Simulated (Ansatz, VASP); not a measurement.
Two plane-wave programs on PbF2

```xyz
3
Lattice="0.0000 3.0001 3.0001 3.0001 0.0000 3.0001 3.0001 3.0001 0.0000" Properties=species:S:1:pos:R:3 pbc="T T T"
Pb    0.0000    0.0000    0.0000
F     1.5000    1.5000    1.5000
F     4.5001    4.5001    4.5001
```

Alike in both runs: functional PBE; k mesh 8 × 8 × 8; occupations gaussian, width 0.02 eV; no spin polarisation.

Ansatz relaxed the structure, and its values are those at the end. VASP's run is a single point on that final structure, the one shown.

```csv
,VASP,Ansatz
version,VASP 6.6.1,Ansatz 0.2.0
potentials or method,"VASP PAW PBE potentials, release 64 (Pb_d, F), cutoff 520 eV","scalar-relativistic, plane waves, PAW"
valence electrons in the cell,28,28
```

|  | VASP | Ansatz | Ansatz less VASP |
| --- | --- | --- | --- |
| gap on the k mesh at the Fermi level (eV) | 4.42 | 4.42 | +0.003 |
| least direct gap on the mesh (eV) | 4.56 | 4.56 | +0.002 |
| pressure (GPa) | -0.2 | 0.0 | +0.21 |

Neither program's run includes spin-orbit coupling.
